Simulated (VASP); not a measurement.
# Hg (Fm-3m) in VASP: settings compared, part 2 of 2

VASP 6.6.1. The steps go on from the part before.

### 4 Single point, LDA (functional LDA, strained)

File INCAR:

```
ALGO = Normal
EDIFF = 1E-6
ENCUT = 500
GGA = CA
GGA_COMPAT = False
ISIF = 2
ISMEAR = 0
LASPH = True
LCHARG = False
LREAL = False
LWAVE = False
NBANDS = 12
NELM = 120
PREC = Accurate
SIGMA = 0.05
```

File KPOINTS:

```
k-points
0
Gamma
  12 12 12
```

File POSCAR:

```
Hg
1.0
    0.0000000000      2.5021067374      2.5021067374
    2.5021067374      0.0000000000      2.5021067374
    2.5021067374      2.5021067374      0.0000000000
Hg
1
Direct
    0.0000000000      0.0000000000      0.0000000000
```

Potentials or basis: VASP PAW LDA potentials, release 64 (Hg).

Started as:

```console
> cat potpaw_LDA.64/Hg/POTCAR > POTCAR
> mpirun -np 1 vasp_std > vasp.out
```

OUTCAR:

```text
EDIFF = 1E-6
   ENCUT = 500
   GGA = CA
   ISIF = 2
   ISMEAR = 0
   LASPH = True
   LREAL = False
   NELM = 120
   PREC = Accurate

 ion  position               nearest neighbor table
   1  0.000  0.000  0.000-

  LATTYP: Found a face centered cubic cell.
 ALAT       =     5.0042134748

  Lattice vectors:

 A1 = (   0.0000000000,   2.5021067374,   2.5021067374)
 A2 = (   2.5021067374,   0.0000000000,   2.5021067374)
 A3 = (   2.5021067374,   2.5021067374,   0.0000000000)

Analysis of symmetry for initial positions (statically):
=====================================================================
 Subroutine PRICEL returns:
 Original cell was already a primitive cell.

 Routine SETGRP: Setting up the symmetry group for a
 face centered cubic supercell.

 Subroutine GETGRP returns: Found 48 space group operations
 (whereof 48 operations were pure point group operations)
 out of a pool of 48 trial point group operations.

The static configuration has the point symmetry O_h .

Analysis of symmetry for dynamics (positions and initial velocities):
=====================================================================
 Subroutine PRICEL returns:
 Original cell was already a primitive cell.

 Routine SETGRP: Setting up the symmetry group for a
 face centered cubic supercell.

 Subroutine GETGRP returns: Found 48 space group operations
 (whereof 48 operations were pure point group operations)
 out of a pool of 48 trial point group operations.

The dynamic configuration has the point symmetry O_h .

 Subroutine INISYM returns: Found 48 space group operations
 (whereof 48 operations are pure point group operations),
 and found     1 'primitive' translations

----------------------------------------------------------------------------------------

                                     Primitive cell

  volume of cell :      31.3291

[... 108 lines left out ...]
  Fermi-wavevector in a.u.,A,eV,Ry     =   1.188920  2.246734 19.232264  1.413532
  Thomas-Fermi vector in A             =   2.325039
   LORBIT       =      0    0 simple, 1 ext, 2 COOP (PROOUT), +10 PAW based schemes
   GGA     = CA    functional components
   LHFCALC =     F    Hartree Fock is set to
   AEXX    =    0.0000 exact exchange contribution
   IVDW    =     0    specifies the selected vdW correction
   LEPSILON=     F    determine dielectric tensor
   LRPA    =     F    only Hartree local field effects (RPA)
 non-spin polarized calculation
 Gauss-broadening in eV      SIGMA  =   0.05
  energy-cutoff  :      500.00
  volume of cell :       31.33
 maximum number of plane-waves:       821
 NGX is ok and might be reduce to    28
   NGX = 13   NGY = 13   NGZ = 13

 number of electron      12.0000000 magnetization

 Free energy of the ion-electron system (eV)
  ---------------------------------------------------
  ext. energy  EPLUGINS =         0.00000000
  ---------------------------------------------------
  free energy    TOTEN  =        -0.73501730 eV

  energy without entropy =       -0.73473659  energy(sigma->0) =       -0.73487695

 E-fermi :   0.0380     XC(G=0):  -9.7300

 val. band max:        0.0048727887   @ k =   0.5000   0.5000   0.0000
 cond. band min:       0.3674633158   @ k =   0.5000   0.0833   0.0000
 fundamental gap:      0.3625905271
 Fermi energy:         0.0379749164

 k-point     1 :       0.0000    0.0000    0.0000
  band No.  band energies     occupation
      1      -6.5284      2.00000
      2      -5.6830      2.00000
      3      -5.6830      2.00000
      4      -5.6830      2.00000
      5      -5.3279      2.00000
      6      -5.3279      2.00000
      7      12.7058      0.00000
      8      12.7058      0.00000
      9      12.7058      0.00000
     10      13.3760      0.00000
     11      16.4061      0.00000
     12      17.2941      0.00000
[... 331 lines left out ...]
 k-point    24 :      -0.4167    0.1667    0.0000
  band No.  band energies     occupation
      1      -5.9880      2.00000
      2      -5.7148      2.00000
      3      -5.5382      2.00000
      4      -5.2337      2.00000
      5      -5.0674      2.00000
      6      -1.4421      2.00000
      7       0.8845      0.00000
      8       7.3207      0.00000
      9       9.8159      0.00000
     10      11.9995      0.00000
     11      16.7155      0.00000
     12      17.2698      0.00000

 [... further k-points ...]
[... 5 lines left out ...]
  --------------------------------------------------------------------------------------
  -------------------------------------------------------------------------------------
  Total       -0.8150091     -0.8150091     -0.8150091      0.0000000      0.0000000      0.0000000
  in kB      -41.6797943    -41.6797943    -41.6797943      0.0000000      0.0000000      0.0000000
  external PRESSURE =     -41.6797943 kB  Pullay stress =       0.0000000 kB

 VOLUME and BASIS-vectors are now :
 -----------------------------------------------------------------------------
  energy-cutoff  :      500.00
  volume of cell :       31.33
      direct lattice vectors                 reciprocal lattice vectors
     0.000000000  2.502106737  2.502106737    -0.199831603  0.199831603  0.199831603
     2.502106737  0.000000000  2.502106737     0.199831603 -0.199831603  0.199831603
     2.502106737  2.502106737  0.000000000     0.199831603  0.199831603 -0.199831603

 POSITION                                       TOTAL-FORCE (eV/Angst)
 -----------------------------------------------------------------------------------
      0.00000      0.00000      0.00000         0.000000      0.000000      0.000000
 -----------------------------------------------------------------------------------
    total drift:                               -0.000000     -0.000000     -0.000000

  FREE ENERGIE OF THE ION-ELECTRON SYSTEM (eV)
  ---------------------------------------------------
  free  energy   TOTEN  =        -0.7350172970 eV

  energy  without entropy=       -0.7347365948  energy(sigma->0) =       -0.73487695
```

Run time: 8 s. Hardware: 1 thread of Intel Xeon 6975P-C (Granite Rapids), shared host; peak memory 0.15 GiB.

Results:

```yaml
Free_energy: -0.7350 eV
Pressure: -4.2 GPa
Band_gap_on_the_k_mesh: zero (band 6 reaches 0.00 eV, above the bottom of band 7 at -0.04 eV)
```

Levels at points of the mesh, in eV from the Fermi level:
```tsv
k point	band 2	band 3	band 4	band 5	band 6	band 7	band 8	band 9	band 10	band 11
(0.00, 0.00, 0.00)	-5.72	-5.72	-5.72	-5.37	-5.37	12.67	12.67	12.67	13.34	16.37
(0.50, 0.00, 0.00)	-5.72	-5.72	-5.06	-5.06	-1.57	-0.07	10.71	10.71	12.64	14.98
(0.50, 0.50, 0.00)	-6.17	-5.08	-4.98	-4.98	-0.03	1.00	6.64	6.64	10.06	11.55
```

Caveat: the cell differs from its parent crystal (functional LDA, strained); spin-orbit coupling is left out, which moves the levels of the heavy elements.

### 5 Single point, LDA (functional LDA, strained)

File INCAR:

```
  PREC = Accurate
  ENCUT = 500
  EDIFF = 1E-6
  ISMEAR = 0
  SIGMA = 0.05
  LREAL = F
  LASPH = T
  NELM = 120
  ALGO = Normal
  ISIF = 2
  LWAVE = F
  LCHARG = F
  GGA = CA
  NBANDS = 12
  GGA_COMPAT = F
```

File KPOINTS:

```
Automatic mesh
0
Gamma
  12 12 12
```

File POSCAR:

```
Hg
1.0
    0.0000000000      2.4948831650      2.4948831650
    2.4948831650      0.0000000000      2.4948831650
    2.4948831650      2.4948831650      0.0000000000
Hg
1
Direct
    0.0000000000      0.0000000000      0.0000000000
```

Started as:

```console
> cat potpaw_LDA.64/Hg/POTCAR > POTCAR
> mpirun -np 1 vasp_std > vasp.out
```

It took 8.1 s on 1 thread of Intel Xeon 6975P-C (Granite Rapids), shared host; peak memory 0.15 GiB.

The run converged. Its results:

```
Free energy            : -0.7419 eV
Pressure               : -4.2 GPa
Band gap on the k mesh : zero (band 6 reaches 0.08 eV, above the bottom of band 7 at -0.01 eV)
```

Levels at points of the mesh, in eV from the Fermi level:
| k point | band 4 | band 5 | band 6 | band 7 | band 8 | band 9 |
| --- | --- | --- | --- | --- | --- | --- |
| (0.00, 0.00, 0.00) | -5.76 | -5.40 | -5.40 | 12.72 | 12.72 | 12.72 |
| (0.50, 0.00, 0.00) | -5.09 | -5.09 | -1.58 | -0.13 | 10.75 | 10.75 |
| (0.50, 0.50, 0.00) | -5.01 | -5.01 | -0.03 | 0.95 | 6.64 | 6.64 |

Caveat: the cell differs from its parent crystal (functional LDA, strained); spin-orbit coupling is left out, which moves the levels of the heavy elements.

### 6 Single point, PBEsol

File INCAR:

```
ALGO = Normal
EDIFF = 1E-6
ENCUT = 500
GGA = PS
GGA_COMPAT = False
ISIF = 2
ISMEAR = 0
LASPH = True
LCHARG = True
LELF = True
LREAL = False
LVHAR = True
LWAVE = False
NBANDS = 12
NELM = 120
PREC = Accurate
SIGMA = 0.1
```

File KPOINTS:

```
k-points
0
Gamma
  6 6 6
```

File POSCAR:

```
Hg
1.0
    0.0000000000      2.3919113801      2.3919113801
    2.3919113801      0.0000000000      2.3919113801
    2.3919113801      2.3919113801      0.0000000000
Hg
1
Direct
    0.0000000000      0.0000000000      0.0000000000
```

Potentials or basis: VASP PAW PBE potentials, release 64 (Hg).

Started as:

```console
> cat potpaw_PBE.64/Hg/POTCAR > POTCAR
> mpirun -np 1 vasp_std > vasp.out
```

Run time: 5.3 s. Hardware: 1 thread of Intel Xeon Platinum 8488C (Sapphire Rapids), shared host; peak memory 0.15 GiB.

The run converged. Its results:

```yaml
Free_energy: -0.5119 eV
Pressure: -2.2 GPa
Band_gap_on_the_k_mesh: zero (band 6 reaches 1.37 eV, above the bottom of band 7 at 0.42 eV)
```

Levels at points of the mesh, in eV from the Fermi level:
| k point | band 3 | band 4 | band 5 | band 6 | band 7 | band 8 | band 9 | band 10 |
| --- | --- | --- | --- | --- | --- | --- | --- | --- |
| (0.00, 0.00, 0.00) | -6.43 | -6.43 | -5.95 | -5.95 | 13.28 | 13.50 | 13.50 | 13.50 |
| (0.50, 0.00, 0.00) | -6.42 | -5.55 | -5.55 | -1.78 | -0.95 | 11.34 | 11.34 | 12.55 |
| (0.50, 0.50, 0.00) | -5.58 | -5.45 | -5.45 | 0.00 | 0.27 | 6.63 | 6.63 | 10.43 |

Caveat: the k points lie up to 0.38 Å⁻¹ apart; the PAW data sets were made with another functional, which shifts forces and pressure a little; spin-orbit coupling is left out, which moves the levels of the heavy elements.

### 7 The runs side by side

```csv
level,potentials or basis,cell,k mesh,smearing,gap on the mesh (eV),pressure (GPa)
PBEsol,"VASP PAW PBE potentials, release 64 (Hg)","a = 3.383 Å, angles 60.0°, 1 atom",12 × 12 × 12,gaussian 0.05 eV,none,-3.0
LDA,"VASP PAW LDA potentials, release 64 (Hg)","a = 3.539 Å, angles 60.0°, 1 atom",12 × 12 × 12,gaussian 0.05 eV,none,-4.2
LDA,"VASP PAW LDA potentials, release 64 (Hg)","a = 3.528 Å, angles 60.0°, 1 atom",12 × 12 × 12,gaussian 0.05 eV,none,-4.2
PBEsol,"VASP PAW PBE potentials, release 64 (Hg)","a = 3.383 Å, angles 60.0°, 1 atom",6 × 6 × 6,gaussian 0.1 eV,none,-2.2
```

Alike in all rows: task single point; no spin polarisation; cutoff (eV) 500.

Caveats: some runs use coarse meshes; spin-orbit coupling is left out, which moves the levels of the heavy elements; the PAW data sets were made with another functional, which shifts forces and pressure a little (some runs).

Absolute energies hang on the potentials; compare differences alone.
